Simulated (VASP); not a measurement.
# Ti (P6/mmm) in VASP: further runs

Ti is run at these levels: r2SCAN; tasks: single point.

Everything below comes from runs of VASP 6.6.1. Logs are shortened: lines on timing, memory, paths and dates and some standing lists are left out, and cuts for length are marked.

**1. The cell of the first run**

It takes space group P6/mmm (No. 191, hexagonal). The conventional cell has a = 4.921 Å, b = 4.921 Å, c = 2.434 Å, α = 90.00°, β = 90.00°, γ = 120.00°. Within 3.2 Å of Ti (site symmetry 6/mmm) lie 14 Ti at 2.43 to 3.09 Å. Ti (site symmetry -6m2) has 11 Ti at 2.43 to 3.09 Å within 3.2 Å.

This isn't the form of Ti at room conditions, which is hcp.

**2. Single point, r2SCAN**

The input, POSCAR:

```
Ti
1.0
    4.9207522198      0.0000000000      0.0000000000
   -2.4603761099      4.2614964281      0.0000000000
    0.0000000000      0.0000000000      2.4341345433
Ti
3
Direct
    0.0000000000      0.0000000000      0.0000000000
    0.3333333333      0.6666666667      0.5000000000
    0.6666666667      0.3333333333      0.5000000000
```

The input, INCAR.step1:

```
PREC = Accurate
ENCUT = 520
ISMEAR = 0
SIGMA = 0.15
LREAL = F
LASPH = T
NELM = 60
NBANDS = 25
GGA = PE
ALGO = Normal
EDIFF = 1E-4
LWAVE = T
LCHARG = F
```

The input, INCAR.step2:

```
PREC = Accurate
ENCUT = 520
EDIFF = 1E-6
ISMEAR = 0
SIGMA = 0.15
LREAL = F
LASPH = T
NELM = 60
ALGO = Normal
ISIF = 2
LWAVE = F
LCHARG = F
METAGGA = R2SCAN
LMIXTAU = T
NBANDS = 25
ISTART = 1
```

The input, KPOINTS:

```
regular mesh
0
Gamma
  12 12 18
```

Potentials or basis: VASP PAW PBE potentials, release 64 (Ti_sv).

The run is started by

```sh
> cat potpaw_PBE.64/Ti_sv/POTCAR > POTCAR
> cp INCAR.step1 INCAR
> mpirun -np 1 vasp_std > vasp.out
> cp INCAR.step2 INCAR
> mpirun -np 1 vasp_std > vasp.out
```

OUTCAR:

```text
PREC = Accurate
   ENCUT = 520
   EDIFF = 1E-6
   ISMEAR = 0
   LREAL = F
   LASPH = T
   NELM = 60
   ISIF = 2
   METAGGA = R2SCAN
   ISTART = 1

 ion  position               nearest neighbor table
   1  0.000  0.000  0.000-
   2  0.333  0.667  0.500-   3 2.84   3 2.84   3 2.84
   3  0.667  0.333  0.500-   2 2.84   2 2.84   2 2.84

  LATTYP: Found a hexagonal cell.
 ALAT       =     4.9207522198
 C/A-ratio  =     0.4946671636

  Lattice vectors:

 A1 = (   4.9207522198,   0.0000000000,   0.0000000000)
 A2 = (  -2.4603761099,   4.2614964281,   0.0000000000)
 A3 = (   0.0000000000,   0.0000000000,   2.4341345433)

Analysis of symmetry for initial positions (statically):
=====================================================================
 Subroutine PRICEL returns:
 Original cell was already a primitive cell.

 Routine SETGRP: Setting up the symmetry group for a
 hexagonal supercell.

 Subroutine GETGRP returns: Found 24 space group operations
 (whereof 24 operations were pure point group operations)
 out of a pool of 24 trial point group operations.

The static configuration has the point symmetry D_6h.

Analysis of symmetry for dynamics (positions and initial velocities):
=====================================================================
 Subroutine PRICEL returns:
 Original cell was already a primitive cell.

 Routine SETGRP: Setting up the symmetry group for a
 hexagonal supercell.

 Subroutine GETGRP returns: Found 24 space group operations
 (whereof 24 operations were pure point group operations)
 out of a pool of 24 trial point group operations.

The dynamic configuration has the point symmetry D_6h.

 Subroutine INISYM returns: Found 24 space group operations
 (whereof 24 operations are pure point group operations),
 and found     1 'primitive' translations

----------------------------------------------------------------------------------------

                                     Primitive cell

  volume of cell :      51.0432

  direct lattice vectors                    reciprocal lattice vectors
     4.920752220  0.000000000  0.000000000     0.203220962  0.117329677  0.000000000
    -2.460376110  4.261496428  0.000000000     0.000000000  0.234659354  0.000000000
     0.000000000  0.000000000  2.434134543     0.000000000  0.000000000  0.410823635

  length of vectors
     4.920752220  4.920752220  2.434134543     0.234659354  0.234659354  0.410823635

  position of ions in fractional coordinates (direct lattice)
     0.000000000  0.000000000  0.000000000
     0.333333333  0.666666667  0.500000000
     0.666666667  0.333333333  0.500000000

  ion indices of the primitive-cell ions
   primitive index   ion index
                 1           1
                 2           2
                 3           3

----------------------------------------------------------------------------------------

 KPOINTS: regular mesh

Automatic generation of k-mesh.
 Grid dimensions read from file:
 generate k-points for:   12   12   18

 Generating k-lattice:

  Cartesian coordinates                     Fractional coordinates (reciprocal lattice)
     0.016935080  0.009777473  0.000000000     0.083333333  0.000000000  0.000000000
     0.000000000  0.019554946  0.000000000     0.000000000  0.083333333  0.000000000
     0.000000000  0.000000000  0.022823535     0.000000000  0.000000000  0.055555556

  Length of vectors
     0.019554946  0.019554946  0.022823535

  Shift w.r.t. Gamma in fractional coordinates (k-lattice)
     0.000000000  0.000000000  0.000000000

 Subroutine IBZKPT returns following result:
 ===========================================

 Found    190 irreducible k-points:

 Following reciprocal coordinates:
            Coordinates               Weight
  0.000000  0.000000  0.000000      1.000000
  0.083333 -0.000000  0.000000      6.000000
  0.166667 -0.000000  0.000000      6.000000
  0.250000 -0.000000  0.000000      6.000000
  0.333333 -0.000000  0.000000      6.000000
  0.416667 -0.000000  0.000000      6.000000
[... 16 lines left out ...]
  0.250000 -0.000000  0.055556     12.000000
  0.333333 -0.000000  0.055556     12.000000
 [... further k-points ...]
   k-points           NKPTS =    190   k-points in BZ     NKDIM =    190   number of bands    NBANDS=     25
   number of dos      NEDOS =    301   number of ions     NIONS =      3
   total plane-waves  NPLWV =  28800
   dimension x,y,z NGX =    40 NGY =   40 NGZ =   18
   dimension x,y,z NGXF=    80 NGYF=   80 NGZF=   36
   ions per type =               3
   NGX,Y,Z   is equivalent  to a cutoff of  13.51, 13.51, 12.29 a.u.
   NGXF,Y,Z  is equivalent  to a cutoff of  27.03, 27.03, 24.59 a.u.
 SYSTEM =  unknown system
   PREC   = accura    normal or accurate (medium, high low for compatibility)
   ISTART =      1    job   : 0-new  1-cont  2-samecut
   ICHARG =      0    charge: 1-file 2-atom 10-const
   ISPIN  =      1    spin polarized calculation?
   LNONCOLLINEAR =      F non collinear calculations
   LSORBIT =      F    spin-orbit coupling
   LASPH  =      T    aspherical Exc in radial PAW
   ENCUT  =  520.0 eV  38.22 Ry    6.18 a.u.   9.15  9.15  4.53*2*pi/ulx,y,z
   NELM   =     60;   NELMIN=  2; NELMDL=  0     # of ELM steps
   EDIFF  = 0.1E-05   stopping-criterion for ELM
   LREAL  =      F    real-space projection
   EDIFFG = 0.1E-04   stopping-criterion for IOM
   NSW    =      0    number of steps for IOM
   IBRION =     -1    ionic relax: 0-MD 1-quasi-New 2-CG
   NFREE  =      0    steps in history (QN), initial steepest desc. (CG)
   ISIF   =      2    stress and relaxation
   ISYM   =      2    0-nonsym 1-usesym 2-fastsym
   POTIM  = 0.5000    time-step for ionic-motion
   TEBEG  =    0.0;   TEEND  =   0.0 temperature during run
   PSTRESS=    0.0 pullay stress
   NELECT =      36.0000    total number of electrons
   NUPDOWN=      -1.0000    fix difference up-down
   EMIN   =  10.00;   EMAX   =-10.00  energy-range for DOS
   EFERMI =   0.00;   METHOD = LEGACY
   ISMEAR =     0;   SIGMA  =   0.15  broadening in eV -4-tet -1-fermi 0-gaus
   EFERMI_NEDOS =   21; number of points for ismear=-14 and -15
   IALGO  =     38    algorithm
   IMIX   =      4    mixing-type and parameters
     AMIX     =   0.40;   BMIX     =  1.00
     AMIX_MAG =   1.60;   BMIX_MAG =  1.00
  volume/ion in A,a.u.               =      17.01       114.82
  Fermi-wavevector in a.u.,A,eV,Ry     =   1.457235  2.753775 28.892432  2.123534
  Thomas-Fermi vector in A             =   2.574060
   LORBIT       =      0    0 simple, 1 ext, 2 COOP (PROOUT), +10 PAW based schemes
   METAGGA = R2SCAN    functional components
   LHFCALC =     F    Hartree Fock is set to
   AEXX    =    0.0000 exact exchange contribution
   IVDW    =     0    specifies the selected vdW correction
   LEPSILON=     F    determine dielectric tensor
   LRPA    =     F    only Hartree local field effects (RPA)
 non-spin polarized calculation
 Gauss-broadening in eV      SIGMA  =   0.15
  energy-cutoff  :      520.00
  volume of cell :       51.04
 maximum number of plane-waves:      1395
 NGX is ok and might be reduce to    40
   NGX = 19   NGY = 19   NGZ =  9

 number of electron      36.0000008 magnetization

 Free energy of the ion-electron system (eV)
  ---------------------------------------------------
  ext. energy  EPLUGINS =         0.00000000
  ---------------------------------------------------
  free energy    TOTEN  =       -38.45568706 eV

  energy without entropy =      -38.42318182  energy(sigma->0) =      -38.43943444

 E-fermi :   8.2642     XC(G=0): -12.4698

 val. band max:        8.2638330763   @ k =   0.1667   0.1667   0.1111
 cond. band min:       8.2649499359   @ k =   0.2500   0.0833   0.1111
 fundamental gap:      0.0011168596
 Fermi energy:         8.2641552901

 k-point     1 :       0.0000    0.0000    0.0000
  band No.  band energies     occupation
      1     -50.6543      2.00000
      2     -50.5549      2.00000
      3     -50.5030      2.00000
      4     -25.9257      2.00000
      5     -25.9256      2.00000
      6     -25.8250      2.00000
[... 17 lines left out ...]
     24      11.9973      0.00000
     25      12.0152      0.00000

 k-point     2 :       0.0833   -0.0000    0.0000
  band No.  band energies     occupation
      1     -50.6524      2.00000
      2     -50.5562      2.00000
      3     -50.5037      2.00000
      4     -25.9441      2.00000
      5     -25.9379      2.00000
      6     -25.8037      2.00000
[... 17 lines left out ...]
     24      11.8969      0.00000
     25      12.1240      0.00000

 k-point     3 :       0.1667   -0.0000    0.0000
  band No.  band energies     occupation
      1     -50.6468      2.00000
      2     -50.5599      2.00000
      3     -50.5056      2.00000
      4     -25.9777      2.00000
      5     -25.9521      2.00000
      6     -25.7613      2.00000
[... 17 lines left out ...]
     24      11.8385      0.00000
     25      12.2459      0.00000

 k-point     4 :       0.2500   -0.0000    0.0000
  band No.  band energies     occupation
      1     -50.6383      2.00000
      2     -50.5659      2.00000
      3     -50.5083      2.00000
      4     -26.0096      2.00000
      5     -25.9501      2.00000
      6     -25.7149      2.00000
[... 17 lines left out ...]
     24      11.8290      0.00000
     25      12.3655      0.00000

 k-point     5 :       0.3333   -0.0000    0.0000
  band No.  band energies     occupation
      1     -50.6278      2.00000
      2     -50.5736      2.00000
      3     -50.5112      2.00000
      4     -26.0346      2.00000
      5     -25.9277      2.00000
      6     -25.6696      2.00000
[... 17 lines left out ...]
     24      11.8717      0.00000
     25      12.3137      0.00000

 k-point     6 :       0.4167   -0.0000    0.0000
  band No.  band energies     occupation
      1     -50.6174      2.00000
      2     -50.5820      2.00000
      3     -50.5134      2.00000
      4     -26.0504      2.00000
      5     -25.8873      2.00000
      6     -25.7372      2.00000
[... 17 lines left out ...]
     24      11.7065      0.00000
     25      11.9643      0.00000
[... 393 lines left out ...]
 k-point    21 :       0.0833   -0.0000    0.0556
  band No.  band energies     occupation
      1     -50.6436      2.00000
      2     -50.5480      2.00000
      3     -50.4958      2.00000
      4     -25.9367      2.00000
      5     -25.9306      2.00000
      6     -25.7959      2.00000
[... 17 lines left out ...]
     24      11.7697      0.00000
     25      12.0162      0.00000

 k-point    22 :       0.1667   -0.0000    0.0556
  band No.  band energies     occupation
      1     -50.6381      2.00000
      2     -50.5518      2.00000
      3     -50.4976      2.00000
      4     -25.9697      2.00000
      5     -25.9444      2.00000
      6     -25.7543      2.00000
[... 17 lines left out ...]
     24      11.6969      0.00000
     25      12.1613      0.00000

 k-point    23 :       0.2500   -0.0000    0.0556
  band No.  band energies     occupation
      1     -50.6297      2.00000
      2     -50.5577      2.00000
      3     -50.5003      2.00000
      4     -26.0011      2.00000
      5     -25.9423      2.00000
      6     -25.7086      2.00000
[... 17 lines left out ...]
     24      11.6773      0.00000
     25      12.2812      0.00000

 k-point    24 :       0.3333   -0.0000    0.0556
  band No.  band energies     occupation
      1     -50.6193      2.00000
      2     -50.5654      2.00000
      3     -50.5031      2.00000
      4     -26.0258      2.00000
      5     -25.9202      2.00000
      6     -25.6639      2.00000
[... 17 lines left out ...]
     24      11.7120      0.00000
     25      12.0861      0.00000

 [... further k-points ...]

------------------------ aborting loop because EDIFF is reached ----------------------------------------

  FORCE on cell =-STRESS in cart. coord.  units (eV):
  Direction    XX          YY          ZZ          XY          YZ          ZX
  --------------------------------------------------------------------------------------
  -------------------------------------------------------------------------------------
  Total       -0.4458703     -0.4458703      1.9886361     -0.0000000      0.0000000      0.0000000
  in kB      -13.9952589    -13.9952589     62.4205645     -0.0000000      0.0000000      0.0000000
  external PRESSURE =      11.4766823 kB  Pullay stress =       0.0000000 kB

 VOLUME and BASIS-vectors are now :
 -----------------------------------------------------------------------------
  energy-cutoff  :      520.00
  volume of cell :       51.04
      direct lattice vectors                 reciprocal lattice vectors
     4.920752220  0.000000000  0.000000000     0.203220962  0.117329677  0.000000000
    -2.460376110  4.261496428  0.000000000     0.000000000  0.234659354  0.000000000
     0.000000000  0.000000000  2.434134543     0.000000000  0.000000000  0.410823635

 POSITION                                       TOTAL-FORCE (eV/Angst)
 -----------------------------------------------------------------------------------
      0.00000      0.00000      0.00000         0.000000      0.000000      0.000000
     -0.00000      2.84100      1.21707        -0.000000     -0.000000     -0.000000
      2.46038      1.42050      1.21707         0.000000      0.000000      0.000000
 -----------------------------------------------------------------------------------
    total drift:                                0.000000     -0.000000      0.000000

  FREE ENERGIE OF THE ION-ELECTRON SYSTEM (eV)
  ---------------------------------------------------
  free  energy   TOTEN  =       -38.4556870627 eV

  energy  without entropy=      -38.4231818187  energy(sigma->0) =      -38.43943444
```

Run time: 27 min. Hardware: 1 thread of Oxide Virtual Turin-like, shared host; peak memory 0.27 GiB.

Results:

```
Free energy            : -38.4557 eV
Pressure               : 1.1 GPa
Band gap on the k mesh : zero (bands 18 and 19 overlap by 1.75 eV)
```

Stress tensor (GPa, compression positive):
```
-1.40  0.00  0.00
 0.00 -1.40  0.00
 0.00  0.00  6.24
```

Levels at points of the mesh, in eV from the Fermi level:
```
           k point  band 15  band 16  band 17  band 18  band 19  band 20
(0.00, 0.00, 0.00)    -1.06    -1.02    -1.02    -0.97    -0.97    -0.44
(0.50, 0.00, 0.00)    -2.65    -0.98    -0.96    -0.47    -0.41    -0.17
(0.00, 0.00, 0.50)    -1.49    -1.49    -0.81    -0.20     0.34     0.34
(0.50, 0.00, 0.50)    -1.85    -1.17    -0.59     0.32     0.60     1.65
```

Caveat: the stress differs along the axes, from -1 to 6 GPa; the PAW data sets were made with another functional, which shifts forces and pressure a little.

(Part 1 of 2 ends here.)
